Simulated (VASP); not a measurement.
# Be4ZnSe (P-6m2) in VASP: further runs

Be4ZnSe is run at these levels: PBE; tasks: relaxation of cell and atoms.

All numbers are computed with VASP 6.6.1; they aren't measurements. Logs are shortened: lines on timing, memory, paths and dates and some standing lists are left out, and cuts for length are marked.

## 1. The cell of the first run

It takes space group P-6m2 (No. 187, hexagonal). Conventional cell: a = 4.335 Å, b = 4.335 Å, c = 5.051 Å, α = 90.00°, β = 90.00°, γ = 120.00°. Within 3.3 Å of Be (site symmetry -6m2) lie 3 Zn at 2.50 Å and 8 Be at 2.53 to 2.62 Å. Within 3.3 Å of Be (site symmetry -6m2) lie 3 Se at 2.50 Å and 8 Be at 2.53 to 3.05 Å. Be (site symmetry 3m) has 1 Be at 1.57 Å and 1 Se at 1.74 Å within 2.1 Å. Zn (site symmetry -6m2) has 9 Be at 2.50 to 2.62 Å within 3.3 Å. Se (site symmetry -6m2) has 2 Be at 1.74 Å within 2.3 Å.

The cell was generated, and may not be a known phase.

## 2. Relaxation of cell and atoms, PBE

The input, INCAR:

```
ALGO = Normal ; EDIFF = 1E-7
EDIFFG = -0.08 ; ENCUT = 600
GGA = PE ; GGA_COMPAT = False
IBRION = 2 ; ISIF = 3
ISMEAR = 0 ; LASPH = True
LCHARG = False ; LREAL = False
LWAVE = False ; NELM = 120
NELMIN = 4 ; NSW = 36
PREC = Accurate ; SIGMA = 0.2
```

The input, KPOINTS:

```
k-points
0
Gamma
  4 4 3
```

The input, POSCAR:

```
Be4ZnSe
1.0
    4.3354351900      0.0000000000      0.0000000000
   -2.1677176000      3.7545970100      0.0000000000
    0.0000000000      0.0000000000      5.0514694500
Be Zn Se
4 1 1
Direct
    0.3333333300      0.6666666700      0.5000000000
    0.3333333300      0.6666666700      0.0000000000
    0.0000000000      0.0000000000      0.3446979400
    0.0000000000      0.0000000000      0.6553020600
    0.6666666700      0.3333333300      0.5000000000
    0.0000000000      0.0000000000      0.0000000000
```

Potentials or basis: VASP PAW PBE potentials, release 64 (Be, Zn, Se).

The run is started by

```
$ cat potpaw_PBE.64/Be/POTCAR potpaw_PBE.64/Zn/POTCAR potpaw_PBE.64/Se/POTCAR > POTCAR
$ mpirun -np 1 vasp_std > vasp.out
```

OUTCAR:

```text
EDIFF = 1E-7
   EDIFFG = -0.08
   ENCUT = 600
   GGA = PE
   IBRION = 2
   ISIF = 3
   ISMEAR = 0
   LASPH = True
   LREAL = False
   NELM = 120
   NELMIN = 4
   NSW = 36
   PREC = Accurate

 ion  position               nearest neighbor table
   1  0.333  0.667  0.500-   5 2.50   5 2.50   5 2.50
   2  0.333  0.667  0.000-   6 2.50   6 2.50   6 2.50
   3  0.000  0.000  0.345-   4 1.57   6 1.74   5 2.62   5 2.62   5 2.62
   4  0.000  0.000  0.655-   3 1.57   6 1.74   5 2.62   5 2.62   5 2.62
   5  0.667  0.333  0.500-   1 2.50   1 2.50   1 2.50   4 2.62   3 2.62   3 2.62   4 2.62   3 2.62
                             4 2.62
   6  0.000  0.000  0.000-   3 1.74   4 1.74   2 2.50   2 2.50   2 2.50

  LATTYP: Found a hexagonal cell.
 ALAT       =     4.3354351900
 C/A-ratio  =     1.1651585662

  Lattice vectors:

 A1 = (   4.3354351900,   0.0000000000,   0.0000000000)
 A2 = (  -2.1677176000,   3.7545970100,   0.0000000000)
 A3 = (   0.0000000000,   0.0000000000,   5.0514694500)

Analysis of symmetry for initial positions (statically):
=====================================================================
 Subroutine PRICEL returns:
 Original cell was already a primitive cell.

 Routine SETGRP: Setting up the symmetry group for a
 hexagonal supercell.

 Subroutine GETGRP returns: Found 12 space group operations
 (whereof 12 operations were pure point group operations)
 out of a pool of 24 trial point group operations.

The static configuration has the point symmetry D_3h.

Analysis of symmetry for dynamics (positions and initial velocities):
=====================================================================
 Subroutine PRICEL returns:
 Original cell was already a primitive cell.

 Routine SETGRP: Setting up the symmetry group for a
 hexagonal supercell.

 Subroutine GETGRP returns: Found 12 space group operations
 (whereof 12 operations were pure point group operations)
 out of a pool of 24 trial point group operations.

The dynamic configuration has the point symmetry D_3h.

 Subroutine INISYM returns: Found 12 space group operations
 (whereof 12 operations are pure point group operations),
 and found     1 'primitive' translations

----------------------------------------------------------------------------------------

                                     Primitive cell

  volume of cell :      82.2269

  direct lattice vectors                    reciprocal lattice vectors
     4.335435190  0.000000000  0.000000000     0.230657352  0.133170085  0.000000000
    -2.167717600  3.754597010  0.000000000     0.000000000  0.266340168  0.000000000
     0.000000000  0.000000000  5.051469450     0.000000000  0.000000000  0.197962199

  length of vectors
     4.335435190  4.335435192  5.051469450     0.266340169  0.266340168  0.197962199

  position of ions in fractional coordinates (direct lattice)
     0.333333330  0.666666670  0.500000000
     0.333333330  0.666666670  0.000000000
     0.000000000  0.000000000  0.344697940
     0.000000000  0.000000000  0.655302060
     0.666666670  0.333333330  0.500000000
     0.000000000  0.000000000  0.000000000

  ion indices of the primitive-cell ions
   primitive index   ion index
                 1           1
                 2           2
                 3           3
                 4           4
                 5           5
                 6           6

----------------------------------------------------------------------------------------

 KPOINTS: k-points

Automatic generation of k-mesh.
 Grid dimensions read from file:
 generate k-points for:    4    4    3

 Generating k-lattice:

  Cartesian coordinates                     Fractional coordinates (reciprocal lattice)
     0.057664338  0.033292521  0.000000000     0.250000000  0.000000000  0.000000000
     0.000000000  0.066585042  0.000000000     0.000000000  0.250000000  0.000000000
     0.000000000  0.000000000  0.065987400     0.000000000  0.000000000  0.333333333

  Length of vectors
     0.066585042  0.066585042  0.065987400

  Shift w.r.t. Gamma in fractional coordinates (k-lattice)
     0.000000000  0.000000000  0.000000000

 Subroutine IBZKPT returns following result:
 ===========================================

 Found      8 irreducible k-points:

 Following reciprocal coordinates:
            Coordinates               Weight
  0.000000  0.000000  0.000000      1.000000
  0.250000 -0.000000  0.000000      6.000000
  0.500000 -0.000000  0.000000      3.000000
  0.250000  0.250000  0.000000      6.000000
  0.000000  0.000000  0.333333      2.000000
  0.250000 -0.000000  0.333333     12.000000
  0.500000 -0.000000  0.333333      6.000000
  0.250000  0.250000  0.333333     12.000000
   k-points           NKPTS =      8   k-points in BZ     NKDIM =      8   number of bands    NBANDS=     17
   number of dos      NEDOS =    301   number of ions     NIONS =      6
   total plane-waves  NPLWV =  51840
   dimension x,y,z NGX =    36 NGY =   36 NGZ =   40
   dimension x,y,z NGXF=    72 NGYF=   72 NGZF=   80
   ions per type =               4   1   1
   NGX,Y,Z   is equivalent  to a cutoff of  13.80, 13.80, 13.16 a.u.
   NGXF,Y,Z  is equivalent  to a cutoff of  27.61, 27.61, 26.33 a.u.
 SYSTEM =  unknown system
   PREC   = accura    normal or accurate (medium, high low for compatibility)
   ISTART =      0    job   : 0-new  1-cont  2-samecut
   ICHARG =      2    charge: 1-file 2-atom 10-const
   ISPIN  =      1    spin polarized calculation?
   LNONCOLLINEAR =      F non collinear calculations
   LSORBIT =      F    spin-orbit coupling
   LASPH  =      T    aspherical Exc in radial PAW
   ENCUT  =  600.0 eV  44.10 Ry    6.64 a.u.   8.66  8.66 10.09*2*pi/ulx,y,z
   NELM   =    120;   NELMIN=  4; NELMDL= -5     # of ELM steps
   EDIFF  = 0.1E-06   stopping-criterion for ELM
   LREAL  =      F    real-space projection
   EDIFFG = -.8E-01   stopping-criterion for IOM
   NSW    =     36    number of steps for IOM
   IBRION =      2    ionic relax: 0-MD 1-quasi-New 2-CG
   NFREE  =      1    steps in history (QN), initial steepest desc. (CG)
   ISIF   =      3    stress and relaxation
   ISYM   =      2    0-nonsym 1-usesym 2-fastsym
   POTIM  = 0.5000    time-step for ionic-motion
   TEBEG  =    0.0;   TEEND  =   0.0 temperature during run
   PSTRESS=    0.0 pullay stress
   NELECT =      26.0000    total number of electrons
   NUPDOWN=      -1.0000    fix difference up-down
   EMIN   =  10.00;   EMAX   =-10.00  energy-range for DOS
   EFERMI =   0.00;   METHOD = LEGACY
   ISMEAR =     0;   SIGMA  =   0.20  broadening in eV -4-tet -1-fermi 0-gaus
   EFERMI_NEDOS =   21; number of points for ismear=-14 and -15
   IALGO  =     38    algorithm
   IMIX   =      4    mixing-type and parameters
     AMIX     =   0.40;   BMIX     =  1.00
     AMIX_MAG =   1.60;   BMIX_MAG =  1.00
  volume/ion in A,a.u.               =      13.70        92.48
  Fermi-wavevector in a.u.,A,eV,Ry     =   1.115308  2.107626 16.924440  1.243911
  Thomas-Fermi vector in A             =   2.251911
   LORBIT       =      0    0 simple, 1 ext, 2 COOP (PROOUT), +10 PAW based schemes
   GGA     = PE    functional components
   LHFCALC =     F    Hartree Fock is set to
   AEXX    =    0.0000 exact exchange contribution
   IVDW    =     0    specifies the selected vdW correction
   LEPSILON=     F    determine dielectric tensor
   LRPA    =     F    only Hartree local field effects (RPA)
 conjugate gradient relaxation of ions
 non-spin polarized calculation
 Gauss-broadening in eV      SIGMA  =   0.20
  energy-cutoff  :      600.00
  volume of cell :       82.23
 maximum number of plane-waves:      2757
 NGX is ok and might be reduce to    36
   NGX = 17   NGY = 17   NGZ = 21

--------------------------------------- Ionic step        1  -------------------------------------------

 number of electron      26.0000010 magnetization

 Free energy of the ion-electron system (eV)
  ---------------------------------------------------
  ext. energy  EPLUGINS =         0.00000000
  ---------------------------------------------------
  free energy    TOTEN  =       -13.44806158 eV

  energy without entropy =      -13.39248478  energy(sigma->0) =      -13.42027318

------------------------ aborting loop because EDIFF is reached ----------------------------------------

  FORCE on cell =-STRESS in cart. coord.  units (eV):
  Direction    XX          YY          ZZ          XY          YZ          ZX
  --------------------------------------------------------------------------------------
  -------------------------------------------------------------------------------------
  Total       -5.5110473     -5.5110473     36.4421949      0.0000000      0.0000000      0.0000000
  in kB     -107.3818694   -107.3818694    710.0703023      0.0000001      0.0000000      0.0000000
  external PRESSURE =     165.1021878 kB  Pullay stress =       0.0000000 kB
[... 101 lines left out ...]
  FREE ENERGIE OF THE ION-ELECTRON SYSTEM (eV)
  ---------------------------------------------------
  free  energy   TOTEN  =       -17.5954122721 eV

  energy  without entropy=      -17.5747463912  energy(sigma->0) =      -17.58507933

[... ionic steps 4 to 7 ...]

--------------------------------------- Ionic step        8  -------------------------------------------

 number of electron      25.9999963 magnetization

------------------------ aborting loop because EDIFF is reached ----------------------------------------

  FORCE on cell =-STRESS in cart. coord.  units (eV):
  Direction    XX          YY          ZZ          XY          YZ          ZX
  --------------------------------------------------------------------------------------
  -------------------------------------------------------------------------------------
  Total        0.1758484      0.1758484     -0.4846880     -0.0000000     -0.0000000     -0.0000000
  in kB        3.2926478      3.2926478     -9.0754706     -0.0000000     -0.0000000     -0.0000000
  external PRESSURE =      -0.8300583 kB  Pullay stress =       0.0000000 kB
[... 25 lines left out ...]
  energy  without entropy=      -18.5381101700  energy(sigma->0) =      -18.54181301

--------------------------------------- Ionic step        9  -------------------------------------------

 number of electron      25.9999992 magnetization

 E-fermi :   4.7048     XC(G=0):  -9.6275

 val. band max:        4.4900661973   @ k =   0.5000  -0.0000   0.3333
 cond. band min:       4.7799729215   @ k =   0.0000   0.0000   0.0000
 fundamental gap:      0.2899067242
 Fermi energy:         4.7047747023

 k-point     1 :       0.0000    0.0000    0.0000
  band No.  band energies     occupation
      1     -11.4164      2.00000
      2      -5.0939      2.00000
      3      -3.6828      2.00000
      4      -3.6828      2.00000
      5      -3.2540      2.00000
      6      -3.2540      2.00000
[... 9 lines left out ...]
     16       6.6248      0.00000
     17       6.6248      0.00000
[... 175 lines left out ...]
  energy  without entropy=      -18.5510367804  energy(sigma->0) =      -18.55495648

--------------------------------------- Ionic step       10  -------------------------------------------

 number of electron      26.0000032 magnetization

 Free energy of the ion-electron system (eV)
  ---------------------------------------------------
  ext. energy  EPLUGINS =         0.00000000
  ---------------------------------------------------
  free energy    TOTEN  =       -18.56816630 eV

  energy without entropy =      -18.55680190  energy(sigma->0) =      -18.56248410

 E-fermi :   4.8491     XC(G=0):  -9.7006

 val. band max:        4.6564585033   @ k =   0.5000  -0.0000   0.3333
 cond. band min:       5.0134410077   @ k =   0.0000   0.0000   0.0000
 fundamental gap:      0.3569825044
 Fermi energy:         4.8490998801

 k-point     1 :       0.0000    0.0000    0.0000
  band No.  band energies     occupation
      1     -11.3690      2.00000
      2      -4.9255      2.00000
      3      -3.5372      2.00000
      4      -3.5372      2.00000
      5      -3.1174      2.00000
      6      -3.1174      2.00000
[... 9 lines left out ...]
     16       6.6887      0.00000
     17       6.6887      0.00000
[... 171 lines left out ...]
  FREE ENERGIE OF THE ION-ELECTRON SYSTEM (eV)
  ---------------------------------------------------
  free  energy   TOTEN  =       -18.5681662954 eV

  energy  without entropy=      -18.5568018968  energy(sigma->0) =      -18.56248410

 reached required accuracy - stopping structural energy minimisation
```

It took 62 s on 1 thread of Intel Xeon 6975P-C (Granite Rapids), shared host; peak memory 0.24 GiB.

What came out:

```yaml
Free_energy: -18.5682 eV
Relaxed_volume: 13.94 Å³/atom
Relaxed_cell: a = 3.766 Å, b = 3.766 Å, c = 6.809 Å, α = 90.00°, β = 90.00°, γ = 120.00°
Space_group_after_relaxing_to_0.1_Å: P-6m2 (No. 187)
Energy_gained_by_relaxing: 853.4 meV/atom
Ionic_steps: 10
Pressure_after_relaxing: 0.1 GPa
Largest_force_after_relaxing: 0.011 eV/Å
Band_gap_on_the_k_mesh: zero (bands 13 and 14 overlap by 1.38 eV)
```

Forces on the atoms (eV/Å):
```
Be   0.000  0.000  0.000
Be   0.000  0.000  0.000
Be   0.000  0.000 -0.011
Be   0.000  0.000  0.011
Zn   0.000  0.000  0.000
Se   0.000  0.000  0.000
```

Step by step:
| step | energy change (eV) | largest force (eV/Å) | pressure (GPa) | volume (Å³) |
| --- | --- | --- | --- | --- |
| 1 | 0.0000 | 1.3184 | 16.51 | 82.23 |
| 2 | -4.0286 | 1.4143 | -9.47 | 97.11 |
| 3 | -4.1474 | 1.1784 | -10.04 | 98.66 |
| 4 | -4.2889 | 0.6381 | -10.54 | 101.62 |
| 5 | -5.0526 | 0.3150 | -0.40 | 86.86 |
| 6 | -5.0623 | 0.2476 | -1.77 | 88.14 |
| 7 | -5.0961 | 0.2327 | -0.43 | 86.04 |
| 8 | -5.0975 | 0.3546 | -0.08 | 85.57 |
| 9 | -5.1108 | 0.2342 | -0.05 | 84.87 |
| 10 | -5.1201 | 0.0109 | 0.09 | 83.62 |

Final structure:
```xyz
6
Lattice="3.7657 0.0000 0.0000 -1.8828 3.2612 0.0000 0.0000 0.0000 6.8088" Properties=species:S:1:pos:R:3 pbc="T T T"
Be    0.0000    2.1741    3.4044
Be    0.0000    2.1741    0.0000
Be   -1.8828    3.2612    2.4075
Be    0.0000    0.0000    4.4013
Zn    1.8828    1.0871    3.4044
Se   -1.8828    3.2612    0.0000
```

Caveat: the k points lie up to 0.48 Å⁻¹ apart in the final cell, too coarse for converged energies and pressures of a metal; a cell axis changed by over 15 % at a fixed basis, so the end point is rough.

[end of part 1 of 2]

The gap in the log of VASP goes by the Fermi energy; the results here count the filled bands.